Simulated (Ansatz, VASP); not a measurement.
# Two plane-wave programs on Te

The input INCAR:

```
PREC     = Accurate       # precision mode
ENCUT    = 600            # plane-wave cutoff, eV
EDIFF    = 1E-6           # SCF threshold, eV
ISMEAR   = 0              # smearing method
SIGMA    = 0.1            # smearing width, eV
LREAL    = False          # projectors in reciprocal space
LASPH    = True           # aspherical terms in the spheres
NELM     = 100            # most SCF steps
ALGO     = Normal         # electronic algorithm
ISIF     = 3              # what is computed and relaxed
LWAVE    = False          # write WAVECAR
LCHARG   = False          # write CHGCAR
GGA      = PE             # functional
IBRION   = 2              # ionic algorithm
NSW      = 100            # ionic steps
EDIFFG   = -0.01          # ionic threshold
```

KPOINTS

```
Automatic mesh
0
Gamma
  12 12 6
```

Contents of POSCAR:

```
Te
1.0
    4.2558738172      0.0000000000      0.0000000000
   -2.1279369086      3.6856948410      0.0000000000
    0.0000000000      0.0000000000      8.9471891430
Te
4
Direct
    0.0000000000      0.0000000000      0.8414149204
    0.0000000000      0.0000000000      0.1585850796
    0.3333333333      0.6666666667      0.6084850474
    0.6666666667      0.3333333333      0.3915149526
```

Input for Ansatz:

```yaml
crystal:
  lattice:
    - [4.2558738172, 0.0, 0.0]
    - [-2.1279369086, 3.685694841, 0.0]
    - [0.0, 0.0, 8.947189143]
  atoms:
    - { symbol: Te, position: [0.0, 0.0, 0.8414149204] }
    - { symbol: Te, position: [0.0, 0.0, 0.1585850796] }
    - { symbol: Te, position: [0.3333333333, 0.6666666667, 0.6084850474] }
    - { symbol: Te, position: [0.6666666667, 0.3333333333, 0.3915149526] }
basis:
  ecutwfc: 420
kpoints:
  mp_grid: { grid: [12, 12, 6] }
hamiltonian:
  xc: pbe
scf:
  occupations: { method: gaussian, width: 0.1 }
output:
  forces: true
  stress: true
  eigenvalues: true
  write_density: true
  write_potential: true
  elf: true
  volumetric_format: npy
relax:
  adjacent_minimum: "off"
  f_tol: 0.01
  max_steps: 80
  cell: { stress_tol: 0.05 }
```

Alike in both runs: task relaxation of cell and atoms; functional PBE; k mesh 12 × 12 × 6; occupations gaussian, width 0.1 eV; no spin polarisation.

|  | VASP | Ansatz |
| --- | --- | --- |
| version | VASP 6.6.1 | Ansatz 0.2.0 |
| potentials or method | VASP PAW PBE potentials, release 64 (Te), cutoff 600 eV | scalar-relativistic, plane waves, PAW |
| valence electrons in the cell | 24 | 64 |

VASP gave:

```
gap on the k mesh at the Fermi level, each at its own relaxed structure (eV)  : none
relaxed volume (Å³/atom)                                                      : 35.74
relaxed length of the cell vector where the two differ most in proportion (Å) : 8.783
```

Estimate Ansatz's values.

gap on the k mesh at the Fermi level, each at its own relaxed structure (eV): none; relaxed volume (Å³/atom): 35.76; relaxed length of the cell vector where the two differ most in proportion (Å): 8.790.

A gap of «none» marks a metal or a gap that the smearing closes. VASP's potentials hold 24 valence electrons a cell and Ansatz's 64, so a difference there can come from the potentials and not from the codes.

Spin-orbit coupling is off throughout.
